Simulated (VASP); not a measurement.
# Pt3Cl (Pm-3m) in VASP: further runs

Runs on Pt3Cl. Level: PBE. Tasks: single point, relaxation of cell and atoms.

Everything below comes from runs of VASP 6.6.1. Logs are shortened: lines on timing, memory, paths and dates and some standing lists are left out, and cuts for length are marked.

## 1. The cell of the first run

It takes space group Pm-3m (No. 221, cubic). Conventional cell: a = 4.034 Å, b = 4.034 Å, c = 4.034 Å, α = 90.00°, β = 90.00°, γ = 90.00°. Within 3.8 Å of Pt (site symmetry 4/mmm) lie 8 Pt at 2.85 Å and 4 Cl at 2.85 Å. Cl (site symmetry m-3m) has 12 Pt at 2.85 Å within 3.8 Å.

## 2. Single point, PBE

Input file INCAR:

```
  PREC = Accurate
  ENCUT = 520
  EDIFF = 1E-7
  ISMEAR = 0
  SIGMA = 0.1
  LREAL = F
  LASPH = T
  NELM = 100
  ALGO = Normal
  ISIF = 2
  LWAVE = F
  LCHARG = F
  GGA = PE
  NBANDS = 26
```

Input file KPOINTS:

```
Automatic mesh
0
Gamma
  12 12 12
```

Input file POSCAR:

```
Pt3Cl
1.0
    4.0341436850      0.0000000000      0.0000000000
    0.0000000000      4.0341436850      0.0000000000
    0.0000000000      0.0000000000      4.0341436850
Pt Cl
3 1
Direct
    0.0000000000      0.5000000000      0.5000000000
    0.5000000000      0.0000000000      0.5000000000
    0.5000000000      0.5000000000      0.0000000000
    0.0000000000      0.0000000000      0.0000000000
```

Potentials or basis: VASP PAW PBE potentials, release 64 (Pt, Cl).

Launch:

```console
$ cat potpaw_PBE.64/Pt/POTCAR potpaw_PBE.64/Cl/POTCAR > POTCAR
$ mpirun -np 1 vasp_std > vasp.out
```

OUTCAR:

```text
PREC = Accurate
   ENCUT = 520
   EDIFF = 1E-7
   ISMEAR = 0
   LREAL = F
   LASPH = T
   NELM = 100
   ISIF = 2
   GGA = PE

 ion  position               nearest neighbor table
   1  0.000  0.500  0.500-   2 2.85   3 2.85   4 2.85   3 2.85   4 2.85   2 2.85   4 2.85   4 2.85
                             2 2.85   3 2.85   3 2.85   2 2.85
   2  0.500  0.000  0.500-   1 2.85   3 2.85   4 2.85   3 2.85   4 2.85   1 2.85   3 2.85   3 2.85
                             1 2.85   4 2.85   4 2.85   1 2.85
   3  0.500  0.500  0.000-   1 2.85   2 2.85   4 2.85   1 2.85   2 2.85   2 2.85   4 2.85   2 2.85
                             1 2.85   4 2.85   1 2.85   4 2.85
   4  0.000  0.000  0.000-   1 2.85   2 2.85   3 2.85   1 2.85   2 2.85   1 2.85   3 2.85   1 2.85
                             2 2.85   3 2.85   2 2.85   3 2.85

  LATTYP: Found a simple cubic cell.
 ALAT       =     4.0341436850

  Lattice vectors:

 A1 = (   4.0341436850,   0.0000000000,   0.0000000000)
 A2 = (   0.0000000000,   4.0341436850,   0.0000000000)
 A3 = (   0.0000000000,   0.0000000000,   4.0341436850)

Analysis of symmetry for initial positions (statically):
=====================================================================
 Subroutine PRICEL returns:
 Original cell was already a primitive cell.

 Routine SETGRP: Setting up the symmetry group for a
 simple cubic supercell.

 Subroutine GETGRP returns: Found 48 space group operations
 (whereof 48 operations were pure point group operations)
 out of a pool of 48 trial point group operations.

The static configuration has the point symmetry O_h .

Analysis of symmetry for dynamics (positions and initial velocities):
=====================================================================
 Subroutine PRICEL returns:
 Original cell was already a primitive cell.

 Routine SETGRP: Setting up the symmetry group for a
 simple cubic supercell.

 Subroutine GETGRP returns: Found 48 space group operations
 (whereof 48 operations were pure point group operations)
 out of a pool of 48 trial point group operations.

The dynamic configuration has the point symmetry O_h .

 Subroutine INISYM returns: Found 48 space group operations
 (whereof 48 operations are pure point group operations),
 and found     1 'primitive' translations

----------------------------------------------------------------------------------------

                                     Primitive cell

  volume of cell :      65.6529

  direct lattice vectors                    reciprocal lattice vectors
     4.034143685  0.000000000  0.000000000     0.247884081  0.000000000  0.000000000
     0.000000000  4.034143685  0.000000000     0.000000000  0.247884081  0.000000000
     0.000000000  0.000000000  4.034143685     0.000000000  0.000000000  0.247884081

  length of vectors
     4.034143685  4.034143685  4.034143685     0.247884081  0.247884081  0.247884081

  position of ions in fractional coordinates (direct lattice)
     0.000000000  0.500000000  0.500000000
     0.500000000  0.000000000  0.500000000
     0.500000000  0.500000000  0.000000000
     0.000000000  0.000000000  0.000000000

  ion indices of the primitive-cell ions
   primitive index   ion index
                 1           1
                 2           2
                 3           3
                 4           4

----------------------------------------------------------------------------------------

 KPOINTS: Automatic mesh

Automatic generation of k-mesh.
 Grid dimensions read from file:
 generate k-points for:   12   12   12

 Generating k-lattice:

  Cartesian coordinates                     Fractional coordinates (reciprocal lattice)
     0.020657007  0.000000000  0.000000000     0.083333333  0.000000000  0.000000000
     0.000000000  0.020657007  0.000000000     0.000000000  0.083333333  0.000000000
     0.000000000  0.000000000  0.020657007     0.000000000  0.000000000  0.083333333

  Length of vectors
     0.020657007  0.020657007  0.020657007

  Shift w.r.t. Gamma in fractional coordinates (k-lattice)
     0.000000000  0.000000000  0.000000000

 Subroutine IBZKPT returns following result:
 ===========================================

 Found     84 irreducible k-points:

 Following reciprocal coordinates:
            Coordinates               Weight
  0.000000  0.000000  0.000000      1.000000
  0.083333  0.000000  0.000000      6.000000
  0.166667  0.000000  0.000000      6.000000
  0.250000  0.000000  0.000000      6.000000
  0.333333  0.000000  0.000000      6.000000
  0.416667  0.000000  0.000000      6.000000
[... 16 lines left out ...]
  0.333333  0.333333  0.000000     12.000000
  0.416667  0.333333  0.000000     24.000000
 [... further k-points ...]
   k-points           NKPTS =     84   k-points in BZ     NKDIM =     84   number of bands    NBANDS=     26
   number of dos      NEDOS =    301   number of ions     NIONS =      4
   total plane-waves  NPLWV =  27000
   dimension x,y,z NGX =    30 NGY =   30 NGZ =   30
   dimension x,y,z NGXF=    60 NGYF=   60 NGZF=   60
   ions per type =               3   1
   NGX,Y,Z   is equivalent  to a cutoff of  12.36, 12.36, 12.36 a.u.
   NGXF,Y,Z  is equivalent  to a cutoff of  24.73, 24.73, 24.73 a.u.
 SYSTEM =  unknown system
   PREC   = accura    normal or accurate (medium, high low for compatibility)
   ISTART =      0    job   : 0-new  1-cont  2-samecut
   ICHARG =      2    charge: 1-file 2-atom 10-const
   ISPIN  =      1    spin polarized calculation?
   LNONCOLLINEAR =      F non collinear calculations
   LSORBIT =      F    spin-orbit coupling
   LASPH  =      T    aspherical Exc in radial PAW
   ENCUT  =  520.0 eV  38.22 Ry    6.18 a.u.   7.50  7.50  7.50*2*pi/ulx,y,z
   NELM   =    100;   NELMIN=  2; NELMDL= -5     # of ELM steps
   EDIFF  = 0.1E-06   stopping-criterion for ELM
   LREAL  =      F    real-space projection
   EDIFFG = 0.1E-05   stopping-criterion for IOM
   NSW    =      0    number of steps for IOM
   IBRION =     -1    ionic relax: 0-MD 1-quasi-New 2-CG
   NFREE  =      0    steps in history (QN), initial steepest desc. (CG)
   ISIF   =      2    stress and relaxation
   ISYM   =      2    0-nonsym 1-usesym 2-fastsym
   POTIM  = 0.5000    time-step for ionic-motion
   TEBEG  =    0.0;   TEEND  =   0.0 temperature during run
   PSTRESS=    0.0 pullay stress
   NELECT =      37.0000    total number of electrons
   NUPDOWN=      -1.0000    fix difference up-down
   EMIN   =  10.00;   EMAX   =-10.00  energy-range for DOS
   EFERMI =   0.00;   METHOD = LEGACY
   ISMEAR =     0;   SIGMA  =   0.10  broadening in eV -4-tet -1-fermi 0-gaus
   EFERMI_NEDOS =   21; number of points for ismear=-14 and -15
   IALGO  =     38    algorithm
   IMIX   =      4    mixing-type and parameters
     AMIX     =   0.40;   BMIX     =  1.00
     AMIX_MAG =   1.60;   BMIX_MAG =  1.00
  volume/ion in A,a.u.               =      16.41       110.76
  Fermi-wavevector in a.u.,A,eV,Ry     =   1.352251  2.555384 24.879386  1.828583
  Thomas-Fermi vector in A             =   2.479605
   LORBIT       =      0    0 simple, 1 ext, 2 COOP (PROOUT), +10 PAW based schemes
   GGA     = PE    functional components
   LHFCALC =     F    Hartree Fock is set to
   AEXX    =    0.0000 exact exchange contribution
   IVDW    =     0    specifies the selected vdW correction
   LEPSILON=     F    determine dielectric tensor
   LRPA    =     F    only Hartree local field effects (RPA)
 non-spin polarized calculation
 Gauss-broadening in eV      SIGMA  =   0.10
  energy-cutoff  :      520.00
  volume of cell :       65.65
 maximum number of plane-waves:      1800
   NGX = 15   NGY = 15   NGZ = 15

 number of electron      36.9999999 magnetization

 Free energy of the ion-electron system (eV)
  ---------------------------------------------------
  ext. energy  EPLUGINS =         0.00000000
  ---------------------------------------------------
  free energy    TOTEN  =       -17.02435638 eV

  energy without entropy =      -16.99685556  energy(sigma->0) =      -17.01060597

 E-fermi :   8.8415     XC(G=0): -12.4622

 val. band max:        8.8389970903   @ k =   0.3333   0.1667   0.0000
 cond. band min:       8.8415681745   @ k =   0.5000   0.0833   0.0833
 fundamental gap:      0.0025710842
 Fermi energy:         8.8415228302

 k-point     1 :       0.0000    0.0000    0.0000
  band No.  band energies     occupation
      1      -7.9843      2.00000
      2       1.7484      2.00000
      3       4.0877      2.00000
      4       4.0877      2.00000
      5       4.0877      2.00000
      6       4.0904      2.00000
[... 18 lines left out ...]
     25      15.4720      0.00000
     26      20.8323      0.00000

 k-point     2 :       0.0833    0.0000    0.0000
  band No.  band energies     occupation
      1      -7.9664      2.00000
      2       1.7659      2.00000
      3       3.5547      2.00000
      4       3.8122      2.00000
      5       3.8122      2.00000
      6       4.1114      2.00000
[... 18 lines left out ...]
     25      16.3351      0.00000
     26      20.1943      0.00000

 k-point     3 :       0.1667    0.0000    0.0000
  band No.  band energies     occupation
      1      -7.9165      2.00000
      2       1.7426      2.00000
      3       3.0850      2.00000
      4       3.5518      2.00000
      5       3.5518      2.00000
      6       4.1712      2.00000
[... 18 lines left out ...]
     25      17.4773      0.00000
     26      19.0829      0.00000

 k-point     4 :       0.2500    0.0000    0.0000
  band No.  band energies     occupation
      1      -7.8464      2.00000
      2       1.5127      2.00000
      3       3.0084      2.00000
      4       3.3254      2.00000
      5       3.3254      2.00000
      6       4.2593      2.00000
[... 18 lines left out ...]
     25      18.0491      0.00000
     26      18.4470      0.00000
[... 496 lines left out ...]
      1      -7.6391      2.00000
      2       1.2648      2.00000
      3       2.3359      2.00000
      4       2.8101      2.00000
      5       4.1317      2.00000
      6       4.7426      2.00000
[... 18 lines left out ...]
     25      18.3099      0.00000
     26      19.0184      0.00000

 k-point    23 :       0.3333    0.3333    0.0000
  band No.  band energies     occupation
      1      -7.6511      2.00000
      2       1.5352      2.00000
      3       2.1616      2.00000
      4       2.8137      2.00000
      5       4.0287      2.00000
      6       4.8898      2.00000
[... 18 lines left out ...]
     25      17.6044      0.00000
     26      18.5287      0.00000

 k-point    24 :       0.4167    0.3333    0.0000
  band No.  band energies     occupation
      1      -7.6201      2.00000
      2       1.5432      2.00000
      3       2.0765      2.00000
      4       2.7453      2.00000
      5       4.2961      2.00000
      6       4.9127      2.00000
[... 18 lines left out ...]
     25      17.5107      0.00000
     26      18.8839      0.00000

 [... further k-points ...]

------------------------ aborting loop because EDIFF is reached ----------------------------------------

  FORCE on cell =-STRESS in cart. coord.  units (eV):
  Direction    XX          YY          ZZ          XY          YZ          ZX
  --------------------------------------------------------------------------------------
  -------------------------------------------------------------------------------------
  Total       -0.1003472     -0.1003472     -0.1003472      0.0000000      0.0000000      0.0000000
  in kB       -2.4488476     -2.4488476     -2.4488476      0.0000000      0.0000000      0.0000000
  external PRESSURE =      -2.4488476 kB  Pullay stress =       0.0000000 kB

 VOLUME and BASIS-vectors are now :
 -----------------------------------------------------------------------------
  energy-cutoff  :      520.00
  volume of cell :       65.65
      direct lattice vectors                 reciprocal lattice vectors
     4.034143685  0.000000000  0.000000000     0.247884081  0.000000000  0.000000000
     0.000000000  4.034143685  0.000000000     0.000000000  0.247884081  0.000000000
     0.000000000  0.000000000  4.034143685     0.000000000  0.000000000  0.247884081

 POSITION                                       TOTAL-FORCE (eV/Angst)
 -----------------------------------------------------------------------------------
      0.00000      2.01707      2.01707         0.000000      0.000000      0.000000
      2.01707      0.00000      2.01707         0.000000      0.000000      0.000000
      2.01707      2.01707      0.00000         0.000000      0.000000      0.000000
      0.00000      0.00000      0.00000         0.000000      0.000000      0.000000
 -----------------------------------------------------------------------------------
    total drift:                                0.000000      0.000000     -0.000000

  FREE ENERGIE OF THE ION-ELECTRON SYSTEM (eV)
  ---------------------------------------------------
  free  energy   TOTEN  =       -17.0243563821 eV

  energy  without entropy=      -16.9968555612  energy(sigma->0) =      -17.01060597
```

Wall time 85 s (1 thread of Oxide Virtual Turin-like, shared host); peak memory 0.21 GiB.

Results:

| Quantity | Value |
| --- | --- |
| Free energy | -17.0244 eV |
| Pressure | -0.2 GPa |
| Band gap on the k mesh | zero (an odd number of electrons rules out a gap without spin polarisation) |

Levels at points of the mesh, in eV from the Fermi level:
| k point | band 17 | band 18 | band 19 | band 20 | band 21 | band 22 |
| --- | --- | --- | --- | --- | --- | --- |
| (0.00, 0.00, 0.00) | 0.36 | 0.72 | 0.72 | 0.72 | 5.42 | 5.42 |
| (0.50, 0.00, 0.00) | -0.41 | -0.21 | -0.21 | 0.72 | 1.44 | 5.76 |
| (0.50, 0.50, 0.00) | -0.93 | -0.04 | -0.04 | 0.27 | 2.60 | 3.71 |
| (0.50, 0.50, 0.50) | 0.10 | 0.35 | 0.35 | 0.35 | 4.13 | 4.13 |

Caveat: spin-orbit coupling is left out, which moves the levels of the heavy elements.

## 3. Relaxation of cell and atoms, PBE

Input file INCAR:

```
SYSTEM = Pt3Cl
PREC     = Accurate       ! precision mode
ENCUT    = 600            ! plane-wave cutoff, eV
EDIFF    = 1E-6           ! SCF threshold, eV
ISMEAR   = 0              ! smearing method
SIGMA    = 0.1            ! smearing width, eV
LREAL    = .False.        ! projectors in reciprocal space
LASPH    = .True.         ! aspherical terms in the spheres
NELM     = 80             ! most SCF steps
ALGO     = Normal         ! electronic algorithm
ISIF     = 3              ! what is computed and relaxed
LWAVE    = .False.        ! write WAVECAR
LCHARG   = .False.        ! write CHGCAR
GGA      = PE             ! functional
IBRION   = 2              ! ionic algorithm
NSW      = 100            ! ionic steps
EDIFFG   = -0.01          ! ionic threshold
```

Input file KPOINTS:

```
regular mesh
0
Gamma
  12 12 12
  0 0 0
```

Input file POSCAR:

```
Pt3Cl
1.0
    4.0352477236      0.0000000000      0.0000000000
    0.0000000000      4.0352477236      0.0000000000
    0.0000000000      0.0000000000      4.0352477236
Pt Cl
3 1
Direct
    0.0000000000      0.5000000000      0.5000000000
    0.5000000000      0.0000000000      0.5000000000
    0.5000000000      0.5000000000      0.0000000000
    0.0000000000      0.0000000000      0.0000000000
```

Potentials or basis: VASP PAW PBE potentials, release 64 (Pt, Cl).

Launch:

```console
$ cat potpaw_PBE.64/Pt/POTCAR potpaw_PBE.64/Cl/POTCAR > POTCAR
$ mpirun -np 1 vasp_std > vasp.out
```

Wall time 4.1 min (1 thread of Oxide Virtual Turin-like, shared host); peak memory 0.25 GiB.

Results (log left out):

| Quantity | Value |
| --- | --- |
| Free energy | -17.0247 eV |
| Relaxed volume | 16.39 Å³/atom |
| Relaxed cell | a = 4.033 Å, b = 4.033 Å, c = 4.033 Å, α = 90.00°, β = 90.00°, γ = 90.00° |
| Space group after relaxing (to 0.1 Å) | Pm-3m (No. 221) |
| Energy gained by relaxing | 0.0 meV/atom |
| Ionic steps | 3 |
| Pressure after relaxing | 0.0 GPa |
| Band gap on the k mesh | zero (an odd number of electrons rules out a gap without spin polarisation) |

Step by step:
```tsv
step	energy change (eV)	largest force (eV/Å)	pressure (GPa)	volume (Å³)
1	0.0000	0.0000	-0.28	65.71
2	0.0001	0.0000	0.38	65.43
3	-0.0001	0.0000	-0.01	65.58
```

Final structure:
```
Pt Cl
1.0
     4.03265    0.00000    0.00000
     0.00000    4.03265    0.00000
     0.00000    0.00000    4.03265
Pt Cl
3 1
Direct
  0.00000 0.50000 0.50000
  0.50000 0.00000 0.50000
  0.50000 0.50000 0.00000
  0.00000 0.00000 0.00000
```

Levels at points of the mesh, in eV from the Fermi level:
| k point | band 16 | band 17 | band 18 | band 19 | band 20 | band 21 | band 22 |
| --- | --- | --- | --- | --- | --- | --- | --- |
| (0.00, 0.00, 0.00) | -0.55 | 0.36 | 0.72 | 0.72 | 0.72 | 5.42 | 5.42 |
| (0.50, 0.00, 0.00) | -1.31 | -0.41 | -0.21 | -0.21 | 0.72 | 1.44 | 5.76 |
| (0.50, 0.50, 0.00) | -1.21 | -0.93 | -0.04 | -0.04 | 0.27 | 2.60 | 3.72 |
| (0.50, 0.50, 0.50) | -1.11 | 0.10 | 0.36 | 0.36 | 0.36 | 4.14 | 4.14 |

Caveat: spin-orbit coupling is left out, which moves the levels of the heavy elements.
